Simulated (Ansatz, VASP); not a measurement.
**SiPd3Pt: VASP beside Ansatz**

```
CELL_PARAMETERS angstrom
5.16502 0.00000 0.00000
-2.58251 4.47303 0.00000
0.00000 0.00000 4.48722
ATOMIC_POSITIONS crystal
Si 0.00000 0.00000 0.00000
Pd 0.50000 0.00000 0.00000
Pd 0.00000 0.50000 0.00000
Pd 0.50000 0.50000 0.00000
Pt 0.00000 0.00000 0.50000
```

Alike in both runs: functional PBE; k mesh 6 × 6 × 4; occupations gaussian, width 0.1 eV; no spin polarisation.

Ansatz relaxed the structure, and its values are those at the end. VASP's run is a single point on that final structure, the one shown.

|  | VASP | Ansatz |
| --- | --- | --- |
| version | VASP 6.6.1 | Ansatz 0.2.0 |
| potentials or method | VASP PAW PBE potentials, release 64 (Si, Pd, Pt), cutoff 520 eV | scalar-relativistic, plane waves, PAW |
| valence electrons in the cell | 44 | 76 |

|  | VASP | Ansatz | Ansatz less VASP |
| --- | --- | --- | --- |
| gap on the k mesh at the Fermi level (eV) | none | none | - |
| pressure (GPa) | -0.1 | -0.1 | +0.02 |

A gap of «none» marks a metal or a gap that the smearing closes. VASP's potentials hold 44 valence electrons a cell and Ansatz's 76, so a difference there can come from the potentials and not from the codes.

Spin-orbit coupling is off throughout.
